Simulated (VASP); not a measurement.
# W5F in VASP: a series of runs

Runs on W5F. Level: PBEsol. Tasks: single point.

All numbers are computed with VASP 6.6.1; they aren't measurements. Logs are shortened: lines on timing, memory, paths and dates and some standing lists are left out, and cuts for length are marked.

### Step 1. The cell of the first run

The cell holds a slab with vacuum, 6 atoms: a = 3.154 Å, b = 3.154 Å, c = 25.309 Å, α = 90.00°, β = 90.00°, γ = 90.00°.

### Step 2. Single point, PBEsol

Input file INCAR:

```
SYSTEM = W5F
PREC = Accurate ; ENCUT = 520
EDIFF = 1E-6 ; ISMEAR = 0
SIGMA = 0.1 ; LREAL = .False.
LASPH = .True. ; NELM = 100
ALGO = Normal ; ISIF = 2
LWAVE = .False. ; LCHARG = .True.
LDIPOL = .True. ; IDIPOL = 3
DIPOL = 0.5 0.5 0.492 ; GGA = PS
LELF = .True. ; LVHAR = .True.
LVACPOTAV = .True. ; NBANDS = 48
```

Input file KPOINTS:

```
Automatic mesh
0
Gamma
  9 9 1
  0 0 0
```

Input file POSCAR:

```
W5F
1.0
    3.1543602768      0.0000000000      0.0000000000
    0.0000000000      3.1543602768      0.0000000000
    0.0000000000      0.0000000000     25.3087205537
W F
5 1
Direct
    0.5000000000      0.5000000000      0.3358526158
    0.0000000000      0.0000000000      0.3981702717
    0.5000000000      0.5000000000      0.4591639666
    0.0000000000      0.0000000000      0.5227870398
    0.5000000000      0.5000000000      0.5820982067
    0.5000000000      0.5000000000      0.6551317687
```

Potentials or basis: VASP PAW PBE potentials, release 64 (W_sv, F).

Started as:

```bash
$ cat potpaw_PBE.64/W_sv/POTCAR potpaw_PBE.64/F/POTCAR > POTCAR
$ mpirun -np 1 vasp_std > vasp.out
```

OUTCAR:

```text
SYSTEM = W5F
   PREC = Accurate
   ENCUT = 520
   EDIFF = 1E-6
   ISMEAR = 0
   LREAL = .False.
   LASPH = .True.
   NELM = 100
   ISIF = 2
   GGA = PS

 ion  position               nearest neighbor table
   1  0.500  0.500  0.336-   2 2.73   2 2.73   2 2.73   2 2.73   3 3.12
   2  0.000  0.000  0.398-   3 2.71   3 2.71   3 2.71   3 2.71   1 2.73   1 2.73   1 2.73   1 2.73
                             4 3.15
   3  0.500  0.500  0.459-   2 2.71   2 2.71   2 2.71   2 2.71   4 2.75   4 2.75   4 2.75   4 2.75
                             5 3.11   1 3.12
   4  0.000  0.000  0.523-   5 2.69   5 2.69   5 2.69   5 2.69   3 2.75   3 2.75   3 2.75   3 2.75
                             2 3.15
   5  0.500  0.500  0.582-   6 1.85   4 2.69   4 2.69   4 2.69   4 2.69   3 3.11
   6  0.500  0.500  0.655-   5 1.85

  LATTYP: Found a simple tetragonal cell.
 ALAT       =     3.1543602768
 C/A-ratio  =     8.0234083405

  Lattice vectors:

 A1 = (   3.1543602768,   0.0000000000,   0.0000000000)
 A2 = (   0.0000000000,   3.1543602768,   0.0000000000)
 A3 = (   0.0000000000,   0.0000000000,  25.3087205537)

Analysis of symmetry for initial positions (statically):
=====================================================================
 Subroutine PRICEL returns:
 Original cell was already a primitive cell.

 Routine SETGRP: Setting up the symmetry group for a
 simple tetragonal supercell.

 Subroutine GETGRP returns: Found  8 space group operations
 (whereof  8 operations were pure point group operations)
 out of a pool of 16 trial point group operations.

The static configuration has the point symmetry C_4v.

Analysis of symmetry for dynamics (positions and initial velocities):
=====================================================================
 Subroutine PRICEL returns:
 Original cell was already a primitive cell.

 Routine SETGRP: Setting up the symmetry group for a
 simple tetragonal supercell.

 Subroutine GETGRP returns: Found  8 space group operations
 (whereof  8 operations were pure point group operations)
 out of a pool of 16 trial point group operations.

The dynamic configuration has the point symmetry C_4v.

 Subroutine INISYM returns: Found  8 space group operations
 (whereof  8 operations are pure point group operations),
 and found     1 'primitive' translations

----------------------------------------------------------------------------------------

                                     Primitive cell

  volume of cell :     251.8215

  direct lattice vectors                    reciprocal lattice vectors
     3.154360277  0.000000000  0.000000000     0.317021492  0.000000000  0.000000000
     0.000000000  3.154360277  0.000000000     0.000000000  0.317021492  0.000000000
     0.000000000  0.000000000 25.308720554     0.000000000  0.000000000  0.039512072

  length of vectors
     3.154360277  3.154360277 25.308720554     0.317021492  0.317021492  0.039512072

  position of ions in fractional coordinates (direct lattice)
     0.500000000  0.500000000  0.335852616
     0.000000000  0.000000000  0.398170272
     0.500000000  0.500000000  0.459163967
     0.000000000  0.000000000  0.522787040
     0.500000000  0.500000000  0.582098207
     0.500000000  0.500000000  0.655131769

  ion indices of the primitive-cell ions
   primitive index   ion index
                 1           1
                 2           2
                 3           3
                 4           4
                 5           5
                 6           6

----------------------------------------------------------------------------------------

 KPOINTS: Automatic mesh

Automatic generation of k-mesh.
 Grid dimensions read from file:
 generate k-points for:    9    9    1

 Generating k-lattice:

  Cartesian coordinates                     Fractional coordinates (reciprocal lattice)
     0.035224610  0.000000000  0.000000000     0.111111111  0.000000000  0.000000000
     0.000000000  0.035224610  0.000000000     0.000000000  0.111111111  0.000000000
     0.000000000  0.000000000  0.039512072     0.000000000  0.000000000  1.000000000

  Length of vectors
     0.035224610  0.035224610  0.039512072

  Shift w.r.t. Gamma in fractional coordinates (k-lattice)
     0.000000000  0.000000000  0.000000000

 Subroutine IBZKPT returns following result:
 ===========================================

 Found     15 irreducible k-points:

 Following reciprocal coordinates:
            Coordinates               Weight
  0.000000  0.000000  0.000000      1.000000
  0.111111  0.000000  0.000000      4.000000
  0.222222  0.000000  0.000000      4.000000
  0.333333  0.000000  0.000000      4.000000
  0.444444  0.000000  0.000000      4.000000
  0.111111  0.111111  0.000000      4.000000
  0.222222  0.111111  0.000000      8.000000
  0.333333  0.111111  0.000000      8.000000
  0.444444  0.111111  0.000000      8.000000
  0.222222  0.222222  0.000000      4.000000
  0.333333  0.222222  0.000000      8.000000
  0.444444  0.222222  0.000000      8.000000
  0.333333  0.333333  0.000000      4.000000
  0.444444  0.333333  0.000000      8.000000
  0.444444  0.444444  0.000000      4.000000
   k-points           NKPTS =     15   k-points in BZ     NKDIM =     15   number of bands    NBANDS=     48
   number of dos      NEDOS =    301   number of ions     NIONS =      6
   total plane-waves  NPLWV = 110592
   dimension x,y,z NGX =    24 NGY =   24 NGZ =  192
   dimension x,y,z NGXF=    48 NGYF=   48 NGZF=  384
   ions per type =               5   1
   NGX,Y,Z   is equivalent  to a cutoff of  12.65, 12.65, 12.61 a.u.
   NGXF,Y,Z  is equivalent  to a cutoff of  25.30, 25.30, 25.22 a.u.
 SYSTEM =  W5F
   PREC   = accura    normal or accurate (medium, high low for compatibility)
   ISTART =      0    job   : 0-new  1-cont  2-samecut
   ICHARG =      2    charge: 1-file 2-atom 10-const
   ISPIN  =      1    spin polarized calculation?
   LNONCOLLINEAR =      F non collinear calculations
   LSORBIT =      F    spin-orbit coupling
   LASPH  =      T    aspherical Exc in radial PAW
   ENCUT  =  520.0 eV  38.22 Ry    6.18 a.u.   5.87  5.87 47.06*2*pi/ulx,y,z
   NELM   =    100;   NELMIN=  2; NELMDL= -5     # of ELM steps
   EDIFF  = 0.1E-05   stopping-criterion for ELM
   LREAL  =      F    real-space projection
   EDIFFG = 0.1E-04   stopping-criterion for IOM
   NSW    =      0    number of steps for IOM
   IBRION =     -1    ionic relax: 0-MD 1-quasi-New 2-CG
   NFREE  =      0    steps in history (QN), initial steepest desc. (CG)
   ISIF   =      2    stress and relaxation
   ISYM   =      2    0-nonsym 1-usesym 2-fastsym
   POTIM  = 0.5000    time-step for ionic-motion
   TEBEG  =    0.0;   TEEND  =   0.0 temperature during run
   PSTRESS=    0.0 pullay stress
   NELECT =      77.0000    total number of electrons
   NUPDOWN=      -1.0000    fix difference up-down
   EMIN   =  10.00;   EMAX   =-10.00  energy-range for DOS
   EFERMI =   0.00;   METHOD = LEGACY
   ISMEAR =     0;   SIGMA  =   0.10  broadening in eV -4-tet -1-fermi 0-gaus
   EFERMI_NEDOS =   21; number of points for ismear=-14 and -15
   IALGO  =     38    algorithm
   IMIX   =      4    mixing-type and parameters
     AMIX     =   0.40;   BMIX     =  1.00
     AMIX_MAG =   1.60;   BMIX_MAG =  1.00
  volume/ion in A,a.u.               =      41.97       283.23
  Fermi-wavevector in a.u.,A,eV,Ry     =   1.102912  2.084201 16.550325  1.216415
  Thomas-Fermi vector in A             =   2.239362
   LORBIT       =      0    0 simple, 1 ext, 2 COOP (PROOUT), +10 PAW based schemes
   GGA     = PS    functional components
   LHFCALC =     F    Hartree Fock is set to
   AEXX    =    0.0000 exact exchange contribution
   IVDW    =     0    specifies the selected vdW correction
   LEPSILON=     F    determine dielectric tensor
   LRPA    =     F    only Hartree local field effects (RPA)
 non-spin polarized calculation
 Gauss-broadening in eV      SIGMA  =   0.10
  energy-cutoff  :      520.00
  volume of cell :      251.82
 maximum number of plane-waves:      6860
 NGX is ok and might be reduce to    24
   NGX = 11   NGY = 11   NGZ = 95

 dipolmoment           0.000000      0.000000     -0.116019 electrons x Angstroem

 number of electron      76.9999998 magnetization

 dipolmoment           0.000000      0.000000      0.123374 electrons x Angstroem

 Free energy of the ion-electron system (eV)
  ---------------------------------------------------
  ext. energy  EPLUGINS =         0.00000000
  ---------------------------------------------------
  free energy    TOTEN  =       -69.84038571 eV

  energy without entropy =      -69.81312756  energy(sigma->0) =      -69.82675663

 E-fermi :   0.0791     XC(G=0):  -5.5405

 val. band max:        0.0708079772   @ k =   0.2222   0.2222   0.0000
 cond. band min:       0.0867534094   @ k =   0.1111   0.0000   0.0000
 fundamental gap:      0.0159454322
 Fermi energy:         0.0791288782

 k-point     1 :       0.0000    0.0000    0.0000
  band No.  band energies     occupation
      1     -74.3379      2.00000
      2     -73.9557      2.00000
      3     -73.9153      2.00000
      4     -73.6856      2.00000
      5     -73.5326      2.00000
      6     -38.9603      2.00000
[... 40 lines left out ...]
     47       2.9037      0.00000
     48       3.6639      0.00000

 k-point     2 :       0.1111    0.0000    0.0000
  band No.  band energies     occupation
      1     -74.3360      2.00000
      2     -73.9510      2.00000
      3     -73.9134      2.00000
      4     -73.6879      2.00000
      5     -73.5334      2.00000
      6     -38.9679      2.00000
[... 40 lines left out ...]
     47       2.7602      0.00000
     48       3.2511      0.00000

 k-point     3 :       0.2222    0.0000    0.0000
  band No.  band energies     occupation
      1     -74.3314      2.00000
      2     -73.9390      2.00000
      3     -73.9084      2.00000
      4     -73.6943      2.00000
      5     -73.5353      2.00000
      6     -38.9906      2.00000
[... 601 lines left out ...]
     47       3.4949      0.00000
     48       3.6440      0.00000

 k-point    15 :       0.4444    0.4444    0.0000
  band No.  band energies     occupation
      1     -74.3137      2.00000
      2     -73.9088      2.00000
      3     -73.8841      2.00000
      4     -73.7016      2.00000
      5     -73.5300      2.00000
      6     -38.8990      2.00000
[... 40 lines left out ...]
     47       3.4872      0.00000
     48       3.5340      0.00000

------------------------ aborting loop because EDIFF is reached ----------------------------------------

  FORCE on cell =-STRESS in cart. coord.  units (eV):
  Direction    XX          YY          ZZ          XY          YZ          ZX
  --------------------------------------------------------------------------------------
  -------------------------------------------------------------------------------------
  Total       -5.8778540     -5.8778540     -1.5571085      0.0000000      0.0000000      0.0000000
  in kB      -37.3969854    -37.3969854     -9.9068747      0.0000000      0.0000000      0.0000000
  external PRESSURE =     -28.2336152 kB  Pullay stress =       0.0000000 kB

 VOLUME and BASIS-vectors are now :
 -----------------------------------------------------------------------------
  energy-cutoff  :      520.00
  volume of cell :      251.82
      direct lattice vectors                 reciprocal lattice vectors
     3.154360277  0.000000000  0.000000000     0.317021492  0.000000000  0.000000000
     0.000000000  3.154360277  0.000000000     0.000000000  0.317021492  0.000000000
     0.000000000  0.000000000 25.308720554     0.000000000  0.000000000  0.039512072

 POSITION                                       TOTAL-FORCE (eV/Angst)
 -----------------------------------------------------------------------------------
      1.57718      1.57718      8.50000         0.000000     -0.000000      1.609261
      0.00000      0.00000     10.07718         0.000000      0.000000     -1.673019
      1.57718      1.57718     11.62085         0.000000     -0.000000      0.018166
      0.00000      0.00000     13.23107         0.000000      0.000000      0.004564
      1.57718      1.57718     14.73216        -0.000000      0.000000     -0.415020
      1.57718      1.57718     16.58055         0.000000      0.000000      0.456049
 -----------------------------------------------------------------------------------
    total drift:                                0.000000     -0.000000      0.000163

  FREE ENERGIE OF THE ION-ELECTRON SYSTEM (eV)
  ---------------------------------------------------
  free  energy   TOTEN  =       -69.8403857078 eV

  energy  without entropy=      -69.8131275610  energy(sigma->0) =      -69.82675663

 vacuum level on the upper side and lower side of the slab         6.691         4.448
```

Run time: 3 min. Hardware: 1 thread of Intel Xeon 6975P-C (Granite Rapids), shared host; peak memory 0.39 GiB.

Results:

* Free energy: -69.8404 eV
* Largest force: 1.673 eV/Å
* Band gap on the k mesh: zero (an odd number of electrons rules out a gap without spin polarisation)

Forces on the atoms (eV/Å):
```
W    0.000  0.000  1.609
W    0.000  0.000 -1.673
W    0.000  0.000  0.018
W    0.000  0.000  0.005
W    0.000  0.000 -0.415
F    0.000  0.000  0.456
```

Levels at points of the mesh, in eV from the Fermi level:
| k point | band 37 | band 38 | band 39 | band 40 | band 41 | band 42 |
| --- | --- | --- | --- | --- | --- | --- |
| (0.00, 0.00, 0.00) | -0.65 | -0.29 | -0.27 | 0.14 | 0.19 | 0.19 |

Caveat: the PAW data sets were made with another functional, which shifts forces and pressure a little; spin-orbit coupling is left out, which moves the levels of the heavy elements.

### Step 3. Single point, PBEsol

Input file INCAR:

```
PREC = Accurate
ENCUT = 520
EDIFF = 1E-7
ISMEAR = 0
SIGMA = 0.1
LREAL = False
LASPH = True
NELM = 80
ALGO = Normal
ISIF = 2
LWAVE = False
LCHARG = False
LDIPOL = True
IDIPOL = 3
DIPOL = 0.5 0.5 0.489
GGA = PS
NBANDS = 48
```

Input file KPOINTS:

```
regular mesh
0
Gamma
  9 9 1
```

Input file POSCAR:

```
W5F
1.0
    3.1543602768      0.0000000000      0.0000000000
    0.0000000000      3.1543602768      0.0000000000
    0.0000000000      0.0000000000     25.3087205537
W F
5 1
Direct
    0.5000000000      0.5000000000      0.3358526158
    0.0000000000      0.0000000000      0.3981702717
    0.5000000000      0.5000000000      0.4596346589
    0.0000000000      0.0000000000      0.5217195800
    0.5000000000      0.5000000000      0.5813013920
    0.0000000000      0.0000000000      0.6366009939
```

Potentials or basis: VASP PAW PBE potentials, release 64 (W_sv, F).

Started as:

```bash
$ cat potpaw_PBE.64/W_sv/POTCAR potpaw_PBE.64/F/POTCAR > POTCAR
$ mpirun -np 1 vasp_std > vasp.out
```

Wall time 3.1 min (1 thread of Intel Xeon 6975P-C (Granite Rapids), shared host); peak memory 0.4 GiB.

It converged, with:

| Quantity | Value |
| --- | --- |
| Free energy | -68.4651 eV |
| Largest force | 1.732 eV/Å |
| Band gap on the k mesh | zero (an odd number of electrons rules out a gap without spin polarisation) |

Forces on the atoms (eV/Å):
```
W    0.000  0.000  1.677
W    0.000  0.000 -1.732
W    0.000  0.000  0.003
W    0.000  0.000  0.011
W    0.000  0.000  0.026
F    0.000  0.000  0.016
```

Levels at points of the mesh, in eV from the Fermi level:
```csv
k point,band 37,band 38,band 39,band 40,band 41,band 42
"(0.00, 0.00, 0.00)",-0.80,-0.36,-0.26,0.04,0.04,0.12
```

Caveat: the PAW data sets were made with another functional, which shifts forces and pressure a little; spin-orbit coupling is left out, which moves the levels of the heavy elements.

The gap in the log of VASP goes by the Fermi energy; the results here count the filled bands.